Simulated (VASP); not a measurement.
Write the native input for VASP 6.6.1 that does the following.

```yaml
Task: single point
Functional: HSE06
Potentials_or_basis: VASP PAW PBE potentials, release 64 (Na_pv, I)
Cutoff: 520 eV
k_mesh: 4 × 4 × 4
Occupations: gaussian, width 0.01 eV
Spin: no spin polarisation
Dipole_correction: no
Grid_for_exact_exchange_PRECFOCK: Normal
Further_INCAR_settings: ALGO = Normal; EDIFF = 1e-06; NBANDS = 14
Share_of_exact_exchange: 0.25
Screening_parameter: 0.2079 1/Å
```

Crystal: NaI.

```xyz
2
Lattice="-0.2908 3.4430 3.4430 3.4430 -0.2908 3.4430 3.4430 3.4430 -0.2908" Properties=species:S:1:pos:R:3 pbc="T T T"
Na   -0.0676   -0.0676   -0.0676
I     1.7164    1.7164    1.7164
```

This cell differs from its parent crystal: epitaxial 111 strain +5.4%.

One way to write it, as run:

POSCAR

```
NaI
1.0
   -0.2908177854      3.4429975582      3.4429975582
    3.4429975582     -0.2908177854      3.4429975582
    3.4429975582      3.4429975582     -0.2908177854
Na I
1 1
Direct
   -0.0102552698     -0.0102552698     -0.0102552698
    0.2602552698      0.2602552698      0.2602552698
```

INCAR.step1

```
SYSTEM = NaI
ALGO = Normal
EDIFF = 1E-5
ENCUT = 520
GGA = PE
ISIF = 2
ISMEAR = 0
LASPH = .True.
LREAL = .False.
LWAVE = .True.
NBANDS = 14
NELM = 60
PREC = Accurate
SIGMA = 0.01
```

INCAR.step2

```
SYSTEM = NaI
ALGO = Normal
EDIFF = 1E-6
ENCUT = 520
GGA = PE
HFSCREEN = 0.2079
ISIF = 2
ISMEAR = 0
ISTART = 1
LASPH = .True.
LCHARG = .True.
LELF = .True.
LHFCALC = .True.
LREAL = .False.
LVHAR = .True.
LWAVE = .False.
NBANDS = 14
NELM = 60
PREC = Accurate
PRECFOCK = Normal
SIGMA = 0.01
```

KPOINTS

```
k-points
0
Gamma
  4 4 4
  0 0 0
```

Potentials or basis: VASP PAW PBE potentials, release 64 (Na_pv, I).

The run is started by

```bash
$ cat potpaw_PBE.64/Na_pv/POTCAR potpaw_PBE.64/I/POTCAR > POTCAR
$ cp INCAR.step1 INCAR
$ mpirun -np 1 vasp_std > vasp.out
$ cp INCAR.step2 INCAR
$ mpirun -np 1 vasp_std > vasp.out
```

Results of the run:

```json
{"Pressure": "-0.3 GPa", "Largest force": "0.004 eV/Å", "Band gap on the k mesh": "4.46 eV"}
```

Caveat: the cell differs from its parent crystal (epitaxial 111 strain +5.4%); the PAW data sets were made with another functional, which shifts forces and pressure a little; spin-orbit coupling is left out, which moves the levels of the heavy elements.

Wall time 20 min on 1 thread of Intel Xeon 8259CL (shared host), peak memory 0.33 GiB.
